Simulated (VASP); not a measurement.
Crystal: SiO2.

```
CELL_PARAMETERS angstrom
-2.47196 2.47196 3.65784
2.47196 -2.47196 3.65784
2.47196 2.47196 -3.65784
ATOMIC_POSITIONS crystal
Si 0.00000 0.00000 0.00000
Si 0.75000 0.25000 0.50000
O 0.97336 0.62500 0.84836
O 0.37500 0.22336 0.34836
O 0.77664 0.12500 0.15164
O 0.87500 0.02664 0.65164
```

Program: VASP 6.6.1. Alike in all runs: task single point; no spin polarisation; cell as given; k mesh 8 × 8 × 8; cutoff (eV) 520.

**Question.** Order these runs on this cell by their band gap on the k mesh, lowest first.
A. level r2SCAN; potentials or basis VASP PAW PBE potentials, release 64 (Si, O); smearing gaussian 0.01 eV
B. level PBE; potentials or basis VASP PAW PBE potentials, release 64 (Si, O); smearing fermi-dirac 0.02 eV
C. level LDA; potentials or basis VASP PAW LDA potentials, release 64 (Si, O); smearing gaussian 0.01 eV

**Answer.** C (5.71 eV), B (5.94 eV), A (6.56 eV).

A k mesh can miss the band edges.
